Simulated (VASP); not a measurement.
# Na (I4/mmm) in VASP: notebook

The runs below take Na through single point, with PBEsol.

All numbers are computed with VASP 6.6.1; they aren't measurements. Logs are shortened: lines on timing, memory, paths and dates and some standing lists are left out, and cuts for length are marked.

### 1 The cell of the first run

Symmetry: I4/mmm, No. 139, tetragonal system. Conventional cell: a = 4.044 Å, b = 4.044 Å, c = 4.235 Å, α = 90.00°, β = 90.00°, γ = 90.00°. Within 4.7 Å of Na (site symmetry 4/mmm) lie 14 Na at 3.56 to 4.24 Å.

### 2 Single point, PBEsol (strain -0.0450 x Voigt [1, 1, 0, 0, 0, 0])

INCAR reads:

```
SYSTEM = Na
  PREC = Accurate
  ENCUT = 520
  EDIFF = 1E-6
  ISMEAR = 0
  SIGMA = 0.15
  LREAL = .False.
  LASPH = .True.
  NELM = 60
  ALGO = Normal
  ISIF = 2
  LWAVE = .False.
  LCHARG = .False.
  GGA = PS
  NBANDS = 10
```

KPOINTS reads:

```
Automatic mesh
0
Gamma
  16 16 16
  0 0 0
```

POSCAR reads:

```
Na
1.0
   -2.0222125000      2.0222125000      2.1175000000
    2.0222125000     -2.0222125000      2.1175000000
    2.0222125000      2.0222125000     -2.1175000000
Na
1
Direct
    0.0000000000      0.0000000000      0.0000000000
```

Potentials or basis: VASP PAW PBE potentials, release 64 (Na_pv).

Started as:

```bash
$ cat potpaw_PBE.64/Na_pv/POTCAR > POTCAR
$ mpirun -np 1 vasp_std > vasp.out
```

OUTCAR:

```text
SYSTEM = Na
   PREC = Accurate
   ENCUT = 520
   EDIFF = 1E-6
   ISMEAR = 0
   LREAL = .False.
   LASPH = .True.
   NELM = 60
   ISIF = 2
   GGA = PS

 ion  position               nearest neighbor table
   1  0.000  0.000  0.000-

  LATTYP: Found a body centered tetragonal cell.
 ALAT       =     4.0444250000
 C/A-ratio  =     1.0471204188

  Lattice vectors:

 A1 = (  -2.0222125000,   2.0222125000,   2.1175000000)
 A2 = (   2.0222125000,  -2.0222125000,   2.1175000000)
 A3 = (   2.0222125000,   2.0222125000,  -2.1175000000)

Analysis of symmetry for initial positions (statically):
=====================================================================
 Subroutine PRICEL returns:
 Original cell was already a primitive cell.

 Routine SETGRP: Setting up the symmetry group for a
 body centered tetragonal supercell.

 Subroutine GETGRP returns: Found 16 space group operations
 (whereof 16 operations were pure point group operations)
 out of a pool of 16 trial point group operations.

The static configuration has the point symmetry D_4h.

Analysis of symmetry for dynamics (positions and initial velocities):
=====================================================================
 Subroutine PRICEL returns:
 Original cell was already a primitive cell.

 Routine SETGRP: Setting up the symmetry group for a
 body centered tetragonal supercell.

 Subroutine GETGRP returns: Found 16 space group operations
 (whereof 16 operations were pure point group operations)
 out of a pool of 16 trial point group operations.

The dynamic configuration has the point symmetry D_4h.

 Subroutine INISYM returns: Found 16 space group operations
 (whereof 16 operations are pure point group operations),
 and found     1 'primitive' translations

----------------------------------------------------------------------------------------

                                     Primitive cell

  volume of cell :      34.6367

  direct lattice vectors                    reciprocal lattice vectors
    -2.022212500  2.022212500  2.117500000     0.000000000  0.247253936  0.236127509
     2.022212500 -2.022212500  2.117500000     0.247253936  0.000000000  0.236127509
     2.022212500  2.022212500 -2.117500000     0.247253936  0.247253936  0.000000000

  length of vectors
     3.558439692  3.558439692  3.558439692     0.341892833  0.341892833  0.349669870

  position of ions in fractional coordinates (direct lattice)
     0.000000000  0.000000000  0.000000000

  ion indices of the primitive-cell ions
   primitive index   ion index
                 1           1

----------------------------------------------------------------------------------------

 KPOINTS: Automatic mesh

Automatic generation of k-mesh.
 Grid dimensions read from file:
 generate k-points for:   16   16   16

 Generating k-lattice:

  Cartesian coordinates                     Fractional coordinates (reciprocal lattice)
     0.000000000  0.015453371  0.014757969     0.062500000 -0.000000000  0.000000000
     0.015453371  0.000000000  0.014757969    -0.000000000  0.062500000  0.000000000
     0.015453371  0.015453371  0.000000000     0.000000000  0.000000000  0.062500000

  Length of vectors
     0.021368302  0.021368302  0.021854367

  Shift w.r.t. Gamma in fractional coordinates (k-lattice)
     0.000000000  0.000000000  0.000000000

 Subroutine IBZKPT returns following result:
 ===========================================

 Found    349 irreducible k-points:

 Following reciprocal coordinates:
            Coordinates               Weight
  0.000000  0.000000  0.000000      1.000000
  0.062500  0.000000  0.000000      8.000000
  0.125000  0.000000  0.000000      8.000000
  0.187500 -0.000000  0.000000      8.000000
  0.250000  0.000000  0.000000      8.000000
  0.312500  0.000000 -0.000000      8.000000
[... 16 lines left out ...]
 -0.125000  0.062500  0.000000     16.000000
 -0.062500  0.062500  0.000000      4.000000
 [... further k-points ...]
   k-points           NKPTS =    349   k-points in BZ     NKDIM =    349   number of bands    NBANDS=     10
   number of dos      NEDOS =    301   number of ions     NIONS =      1
   total plane-waves  NPLWV =  21952
   dimension x,y,z NGX =    28 NGY =   28 NGZ =   28
   dimension x,y,z NGXF=    56 NGYF=   56 NGZF=   56
   ions per type =               1
   NGX,Y,Z   is equivalent  to a cutoff of  13.08, 13.08, 13.08 a.u.
   NGXF,Y,Z  is equivalent  to a cutoff of  26.16, 26.16, 26.16 a.u.
 SYSTEM =  Na
   PREC   = accura    normal or accurate (medium, high low for compatibility)
   ISTART =      0    job   : 0-new  1-cont  2-samecut
   ICHARG =      2    charge: 1-file 2-atom 10-const
   ISPIN  =      1    spin polarized calculation?
   LNONCOLLINEAR =      F non collinear calculations
   LSORBIT =      F    spin-orbit coupling
   LASPH  =      T    aspherical Exc in radial PAW
   ENCUT  =  520.0 eV  38.22 Ry    6.18 a.u.   6.62  6.62  6.62*2*pi/ulx,y,z
   NELM   =     60;   NELMIN=  2; NELMDL= -5     # of ELM steps
   EDIFF  = 0.1E-05   stopping-criterion for ELM
   LREAL  =      F    real-space projection
   EDIFFG = 0.1E-04   stopping-criterion for IOM
   NSW    =      0    number of steps for IOM
   IBRION =     -1    ionic relax: 0-MD 1-quasi-New 2-CG
   NFREE  =      0    steps in history (QN), initial steepest desc. (CG)
   ISIF   =      2    stress and relaxation
   ISYM   =      2    0-nonsym 1-usesym 2-fastsym
   POTIM  = 0.5000    time-step for ionic-motion
   TEBEG  =    0.0;   TEEND  =   0.0 temperature during run
   PSTRESS=    0.0 pullay stress
   NELECT =       7.0000    total number of electrons
   NUPDOWN=      -1.0000    fix difference up-down
   EMIN   =  10.00;   EMAX   =-10.00  energy-range for DOS
   EFERMI =   0.00;   METHOD = LEGACY
   ISMEAR =     0;   SIGMA  =   0.15  broadening in eV -4-tet -1-fermi 0-gaus
   EFERMI_NEDOS =   21; number of points for ismear=-14 and -15
   IALGO  =     38    algorithm
   IMIX   =      4    mixing-type and parameters
     AMIX     =   0.40;   BMIX     =  1.00
     AMIX_MAG =   1.60;   BMIX_MAG =  1.00
  volume/ion in A,a.u.               =      34.64       233.74
  Fermi-wavevector in a.u.,A,eV,Ry     =   0.960716  1.815491 12.557849  0.922976
  Thomas-Fermi vector in A             =   2.090025
   LORBIT       =      0    0 simple, 1 ext, 2 COOP (PROOUT), +10 PAW based schemes
   GGA     = PS    functional components
   LHFCALC =     F    Hartree Fock is set to
   AEXX    =    0.0000 exact exchange contribution
   IVDW    =     0    specifies the selected vdW correction
   LEPSILON=     F    determine dielectric tensor
   LRPA    =     F    only Hartree local field effects (RPA)
 non-spin polarized calculation
 Gauss-broadening in eV      SIGMA  =   0.15
  energy-cutoff  :      520.00
  volume of cell :       34.64
 maximum number of plane-waves:       955
   NGX = 13   NGY = 13   NGZ = 13

 number of electron       6.9999996 magnetization

 Free energy of the ion-electron system (eV)
  ---------------------------------------------------
  ext. energy  EPLUGINS =         0.00000000
  ---------------------------------------------------
  free energy    TOTEN  =        -1.40019930 eV

  energy without entropy =       -1.39525890  energy(sigma->0) =       -1.39772910

 E-fermi :   0.5032     XC(G=0):  -6.6833

 val. band max:        0.4792045669   @ k =   0.5000   0.2500   0.0000
 cond. band min:       0.5043496183   @ k =  -0.2500  -0.3750   0.2500
 fundamental gap:      0.0251450515
 Fermi energy:         0.5032281566

 k-point     1 :       0.0000    0.0000    0.0000
  band No.  band energies     occupation
      1     -24.2292      2.00000
      2     -24.2292      2.00000
      3     -24.2289      2.00000
      4      -2.9195      2.00000
      5      12.4626      0.00000
      6      12.4626      0.00000
      7      13.1809      0.00000
      8      13.3910      0.00000
      9      14.0127      0.00000
     10      14.1080      0.00000

 k-point     2 :       0.0625    0.0000    0.0000
  band No.  band energies     occupation
      1     -24.2308      2.00000
      2     -24.2297      2.00000
      3     -24.2290      2.00000
      4      -2.8483      2.00000
      5      11.4939      0.00000
      6      12.1125      0.00000
      7      12.8022      0.00000
      8      12.9296      0.00000
      9      13.4000      0.00000
     10      14.4592      0.00000

 k-point     3 :       0.1250    0.0000    0.0000
  band No.  band energies     occupation
      1     -24.2359      2.00000
      2     -24.2313      2.00000
      3     -24.2290      2.00000
      4      -2.6352      2.00000
      5       9.8307      0.00000
      6      11.4525      0.00000
      7      12.2048      0.00000
      8      12.4326      0.00000
      9      12.9874      0.00000
     10      14.6399      0.00000

 k-point     4 :       0.1875   -0.0000    0.0000
  band No.  band energies     occupation
      1     -24.2434      2.00000
      2     -24.2337      2.00000
      3     -24.2289      2.00000
      4      -2.2823      2.00000
      5       8.1886      0.00000
      6      10.7999      0.00000
      7      11.6502      0.00000
      8      11.8253      0.00000
      9      12.7055      0.00000
     10      14.7699      0.00000

 k-point     5 :       0.2500    0.0000    0.0000
  band No.  band energies     occupation
      1     -24.2522      2.00000
      2     -24.2365      2.00000
      3     -24.2289      2.00000
      4      -1.7925      2.00000
      5       6.6355      0.00000
      6      10.2371      0.00000
      7      11.1854      0.00000
      8      11.3060      0.00000
      9      12.3630      0.00000
     10      15.0226      0.00000

 k-point     6 :       0.3125    0.0000   -0.0000
  band No.  band energies     occupation
      1     -24.2611      2.00000
      2     -24.2393      2.00000
      3     -24.2288      2.00000
      4      -1.1702      2.00000
      5       5.1857      0.00000
      6       9.7887      0.00000
      7      10.8220      0.00000
      8      10.8995      0.00000
      9      12.0189      0.00000
     10      15.4256      0.00000
[... 183 lines left out ...]
 k-point    21 :      -0.2500    0.0625   -0.0000
  band No.  band energies     occupation
      1     -24.2486      2.00000
      2     -24.2349      2.00000
      3     -24.2297      2.00000
      4      -1.9890      2.00000
      5       7.3992      0.00000
      6       9.8312      0.00000
      7      10.9542      0.00000
      8      12.1471      0.00000
      9      12.8726      0.00000
     10      14.3343      0.00000

 k-point    22 :      -0.1875    0.0625   -0.0000
  band No.  band energies     occupation
      1     -24.2406      2.00000
      2     -24.2322      2.00000
      3     -24.2297      2.00000
      4      -2.4134      2.00000
      5       8.9848      0.00000
      6      10.4887      0.00000
      7      11.4209      0.00000
      8      12.5896      0.00000
      9      13.0293      0.00000
     10      14.4572      0.00000

 k-point    23 :      -0.1250    0.0625    0.0000
  band No.  band energies     occupation
      1     -24.2344      2.00000
      2     -24.2302      2.00000
      3     -24.2296      2.00000
      4      -2.6996      2.00000
      5      10.6217      0.00000
      6      11.2578      0.00000
      7      11.8959      0.00000
      8      12.7060      0.00000
      9      13.4065      0.00000
     10      14.5596      0.00000

 k-point    24 :      -0.0625    0.0625    0.0000
  band No.  band energies     occupation
      1     -24.2309      2.00000
      2     -24.2295      2.00000
      3     -24.2292      2.00000
      4      -2.8450      2.00000
      5      11.9242      0.00000
      6      12.1122      0.00000
      7      12.1722      0.00000
      8      12.7932      0.00000
      9      13.5133      0.00000
     10      14.6959      0.00000

 [... further k-points ...]

------------------------ aborting loop because EDIFF is reached ----------------------------------------

  FORCE on cell =-STRESS in cart. coord.  units (eV):
  Direction    XX          YY          ZZ          XY          YZ          ZX
  --------------------------------------------------------------------------------------
  -------------------------------------------------------------------------------------
  Total        0.0833354      0.0833354      0.0735936      0.0000000      0.0000000      0.0000000
  in kB        3.8548103      3.8548103      3.4041875      0.0000000      0.0000000      0.0000000
  external PRESSURE =       3.7046027 kB  Pullay stress =       0.0000000 kB

 VOLUME and BASIS-vectors are now :
 -----------------------------------------------------------------------------
  energy-cutoff  :      520.00
  volume of cell :       34.64
      direct lattice vectors                 reciprocal lattice vectors
    -2.022212500  2.022212500  2.117500000     0.000000000  0.247253936  0.236127509
     2.022212500 -2.022212500  2.117500000     0.247253936  0.000000000  0.236127509
     2.022212500  2.022212500 -2.117500000     0.247253936  0.247253936  0.000000000

 POSITION                                       TOTAL-FORCE (eV/Angst)
 -----------------------------------------------------------------------------------
      0.00000      0.00000      0.00000         0.000000     -0.000000      0.000000
 -----------------------------------------------------------------------------------
    total drift:                               -0.000000     -0.000000     -0.000000

  FREE ENERGIE OF THE ION-ELECTRON SYSTEM (eV)
  ---------------------------------------------------
  free  energy   TOTEN  =        -1.4001993044 eV

  energy  without entropy=       -1.3952589020  energy(sigma->0) =       -1.39772910
```

Run time: 88 s. Hardware: 1 thread of Intel Xeon 8259CL, shared host; peak memory 0.22 GiB.

Results:

| Quantity | Value |
| --- | --- |
| Free energy | -1.4002 eV |
| Pressure | 0.4 GPa |
| Band gap on the k mesh | zero (an odd number of electrons rules out a gap without spin polarisation) |

Caveat: the cell differs from its parent crystal (strain -0.0450 x Voigt [1, 1, 0, 0, 0, 0]); the PAW data sets were made with another functional, which shifts forces and pressure a little.

### 3 Single point, PBEsol (strain -0.0300 x Voigt [1, 1, 0, 0, 0, 0])

INCAR reads:

```
SYSTEM = Na
PREC = Accurate
ENCUT = 520
EDIFF = 1E-6
ISMEAR = 0
SIGMA = 0.15
LREAL = .False.
LASPH = .True.
NELM = 80
ALGO = Normal
ISIF = 2
LWAVE = .False.
LCHARG = .True.
GGA = PS
LELF = .True.
LVHAR = .True.
NBANDS = 10
```

KPOINTS is that of step 2.

POSCAR reads:

```
Na
1.0
   -2.0539750000      2.0539750000      2.1175000000
    2.0539750000     -2.0539750000      2.1175000000
    2.0539750000      2.0539750000     -2.1175000000
Na
1
Direct
    0.0000000000      0.0000000000      0.0000000000
```

Potentials or basis: VASP PAW PBE potentials, release 64 (Na_pv).

Started as:

```bash
$ cat potpaw_PBE.64/Na_pv/POTCAR > POTCAR
$ mpirun -np 1 vasp_std > vasp.out
```

Run time: 94 s. Hardware: 1 thread of Intel Xeon 8259CL, shared host; peak memory 0.22 GiB.

The run converged. Its results:

```
Free energy            : -1.4021 eV
Pressure               : 0.1 GPa
Band gap on the k mesh : zero (an odd number of electrons rules out a gap without spin polarisation)
```

Levels at points of the mesh, in eV from the Fermi level:
| k point | band 1 | band 2 | band 3 | band 4 | band 5 | band 6 | band 7 | band 8 |
| --- | --- | --- | --- | --- | --- | --- | --- | --- |
| (0.00, 0.00, 0.00) | -24.76 | -24.76 | -24.76 | -3.36 | 11.82 | 11.82 | 12.29 | 12.78 |
| (0.50, 0.00, 0.00) | -24.80 | -24.77 | -24.76 | 0.72 | 1.22 | 8.49 | 9.55 | 9.61 |
| (0.50, 0.50, 0.00) | -24.80 | -24.77 | -24.76 | 0.84 | 1.36 | 8.10 | 9.15 | 9.22 |
| (0.50, 0.50, 0.50) | -24.79 | -24.78 | -24.78 | 4.43 | 4.66 | 4.71 | 5.20 | 5.20 |

Caveat: the cell differs from its parent crystal (strain -0.0300 x Voigt [1, 1, 0, 0, 0, 0]); the PAW data sets were made with another functional, which shifts forces and pressure a little.

### 4 Single point, PBEsol (strain -0.0150 x Voigt [1, 1, 0, 0, 0, 0])

INCAR reads:

```
  ALGO = Normal
  EDIFF = 1E-7
  ENCUT = 520
  GGA = PS
  ISIF = 2
  ISMEAR = 0
  LASPH = True
  LCHARG = False
  LREAL = False
  LWAVE = False
  NBANDS = 10
  NELM = 60
  PREC = Accurate
  SIGMA = 0.15
```

KPOINTS reads:

```
k-points
0
Gamma
  16 16 16
```

POSCAR reads:

```
Na
1.0
   -2.0857375000      2.0857375000      2.1175000000
    2.0857375000     -2.0857375000      2.1175000000
    2.0857375000      2.0857375000     -2.1175000000
Na
1
Direct
    0.0000000000      0.0000000000      0.0000000000
```

Started as:

```bash
$ cat potpaw_PBE.64/Na_pv/POTCAR > POTCAR
$ mpirun -np 1 vasp_std > vasp.out
```

Run time: 1.9 min. Hardware: 1 thread of Intel Xeon 8259CL, shared host; peak memory 0.23 GiB.

Results (log left out):

| Item | Value |
| --- | --- |
| Free energy | -1.4022 eV |
| Pressure | -0.1 GPa |
| Band gap on the k mesh | zero (an odd number of electrons rules out a gap without spin polarisation) |

Levels at points of the mesh, in eV from the Fermi level:
```tsv
k point	band 1	band 2	band 3	band 4	band 5	band 6
(0.00, 0.00, 0.00)	-24.78	-24.78	-24.78	-3.29	11.70	11.70
(0.50, 0.00, 0.00)	-24.82	-24.79	-24.78	0.73	1.21	8.29
(0.50, 0.50, 0.00)	-24.82	-24.79	-24.78	0.79	1.28	8.10
(0.50, 0.50, 0.50)	-24.81	-24.81	-24.81	4.46	4.59	4.74
```

Caveat: the cell differs from its parent crystal (strain -0.0150 x Voigt [1, 1, 0, 0, 0, 0]); the PAW data sets were made with another functional, which shifts forces and pressure a little.

[end of part 1 of 2]
